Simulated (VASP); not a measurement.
Crystal: Mg8O7.

```
Mg O
1.0
    -4.25370    4.25370    0.00000
     0.00000    4.25370   -4.25370
    -4.25370    0.00000   -4.25370
Mg O
8 7
Cartesian
  -2.1677 4.2644 -6.3731
  -2.1495 2.1349 -4.2389
  -4.2842 8.5036 -4.2816
  -8.4768 6.3783 -6.3836
  -4.2550 2.1358 -2.1745
  -4.2486 4.2788 -4.2526
  -2.1284 2.1383 -0.0340
  -2.1310 4.2101 -2.1160
  -4.2150 4.2447 -6.3891
  -4.2995 2.0974 -4.2222
  -2.0915 4.2527 -4.2376
  -6.3994 6.3614 -6.3685
  -6.3782 4.2329 -4.2926
  -4.2612 6.3757 -4.2604
  -4.2645 4.2495 -2.1297
```

```yaml
Program: VASP 6.6.1
Task: relaxation of cell and atoms
Functional: PBE
Potentials_or_basis: VASP PAW PBE potentials, release 64 (Mg, O)
Cutoff: 600 eV
k_mesh: 3 × 3 × 3
Occupations: gaussian, width 0.1 eV
Spin: no spin polarisation
```

At the start: pressure 1.2 GPa; volume 10.26 Å³/atom.

**Question.** How do energy, volume and symmetry change on relaxing?

**Answer.** Over 8 steps the energy falls by 8.0 meV/atom and the volume is 10.35 Å³/atom (+0.8 %); space group C2 (No. 5, to 0.1 Å) before, Fm-3m (No. 225, to 0.1 Å).

The path:
| step | energy change (eV) | largest force (eV/Å) | pressure (GPa) | volume (Å³) |
| --- | --- | --- | --- | --- |
| 1 | 0.0000 | 0.7268 | 1.15 | 153.93 |
| 2 | -0.0965 | 0.2395 | -0.19 | 155.58 |
| 3 | -0.1012 | 0.2560 | -0.52 | 156.04 |
| 4 | -0.1142 | 0.1204 | -0.07 | 155.43 |
| 5 | -0.1163 | 0.1179 | 0.21 | 155.06 |
| 6 | -0.1186 | 0.0575 | -0.04 | 155.28 |
| 7 | -0.1187 | 0.0581 | -0.09 | 155.34 |
| 8 | -0.1195 | 0.0255 | 0.03 | 155.24 |

Final structure:
```
Mg O
1.0
    -4.26792    4.26452   -0.00021
    -0.00014    4.26459   -4.26461
    -4.26816   -0.00002   -4.26478
Mg O
8 7
Direct
  0.99870 0.99884 0.50237
  0.99877 0.49992 0.50238
  0.99909 0.99944 0.00184
  0.99805 0.50077 0.00032
  0.50092 0.99792 0.50311
  0.49936 0.49953 0.50160
  0.50021 0.99863 0.00103
  0.49993 0.50006 0.00107
  0.24942 0.74955 0.75181
  0.24925 0.24955 0.75185
  0.24948 0.74943 0.25171
  0.74913 0.74960 0.75178
  0.74955 0.24942 0.75170
  0.74946 0.74961 0.25165
  0.74953 0.24943 0.25183
```

Caveat: the k points lie up to 0.43 Å⁻¹ apart in the final cell.
